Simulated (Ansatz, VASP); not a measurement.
## Cr: VASP beside Ansatz

```xyz
1
Lattice="0.0000 1.7992 1.7992 1.7992 0.0000 1.7992 1.7992 1.7992 0.0000" Properties=species:S:1:pos:R:3 pbc="T T T"
Cr    0.0000    0.0000    0.0000
```

Alike in both runs: functional r2SCAN; k mesh 15 × 15 × 15; occupations fermi-dirac, width 0.1 eV; no spin polarisation.

Ansatz relaxed the structure, and its values are those at the end. VASP's run is a single point on that final structure, the one shown.

|  | VASP | Ansatz |
| --- | --- | --- |
| version | VASP 6.6.1 | Ansatz 0.2.0 |
| potentials or method | VASP PAW PBE potentials, release 64 (Cr_pv), cutoff 520 eV | plane waves (500 eV) with PAW, scalar-relativistic |
| valence electrons in the cell | 12 | 14 |

|  | VASP | Ansatz | Ansatz less VASP |
| --- | --- | --- | --- |
| pressure (GPa) | 0.8 | 0.0 | -0.74 |

VASP's potentials were made for PBE, not for r2SCAN. VASP's potentials hold 12 valence electrons a cell and Ansatz's 14, so a difference there can come from the potentials and not from the codes.
